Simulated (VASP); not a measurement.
Wanted: the native input for a VASP 6.6.1 run.

* Task: single point
* Functional: PBE
* Potentials or basis: VASP PAW PBE potentials, release 64 (Co)
* Cutoff: 520 eV
* k mesh: 6 × 6 × 6
* Occupations: fermi-dirac, width 0.1 eV
* Spin: collinear spin, ferromagnetic start
* Starting moments: [-1.792, -1.792] μB
* Dipole correction: no
* Further INCAR settings: ALGO = Normal; EDIFF = 1e-06; NBANDS = 20

The structure of Co lies in POSCAR:

```
Co
1.0
    2.7737376085      0.0000000000      0.0000000000
    0.0000000000      2.7737376085      0.0000000000
    0.0000000000      0.0000000000      2.7737376085
Co
2
Direct
    0.0000000000      0.0000000000      0.0000000000
    0.5000000000      0.5000000000      0.5000000000
```

The input as run:

INCAR

```
SYSTEM = Co
PREC     = Accurate       ! precision mode
ENCUT    = 520            ! plane-wave cutoff, eV
EDIFF    = 1E-6           ! SCF threshold, eV
ISMEAR   = -1             ! smearing method
SIGMA    = 0.1            ! smearing width, eV
LREAL    = .False.        ! projectors in reciprocal space
LASPH    = .True.         ! aspherical terms in the spheres
NELM     = 150            ! most SCF steps
ALGO     = Normal         ! electronic algorithm
ISIF     = 2              ! what is computed and relaxed
LWAVE    = .False.        ! write WAVECAR
LCHARG   = .False.        ! write CHGCAR
ISPIN    = 2              ! spin polarisation
MAGMOM   = -1.792 -1.792  ! initial moments
LORBIT   = 11             ! projections on sites
LMAXMIX  = 4              ! l up to which the mixer works
GGA      = PE             ! functional
NBANDS   = 20             ! bands
```

KPOINTS

```
Automatic mesh
0
Gamma
  6 6 6
  0 0 0
```

Potentials or basis: VASP PAW PBE potentials, release 64 (Co).

Command:

```sh
$ cat potpaw_PBE.64/Co/POTCAR > POTCAR
$ mpirun -np 1 vasp_std > vasp.out
```

Results of the run:

The pressure is 9.4 GPa. The net moment is -3.61 μB per cell. The site moments are Co -1.81 μB and the valence electrons inside the program's atomic spheres are Co 8.30.

Caveat: the k points lie up to 0.38 Å⁻¹ apart.

It took 20 s on 1 thread of Intel Xeon 8259CL (shared host), peak memory 0.15 GiB.
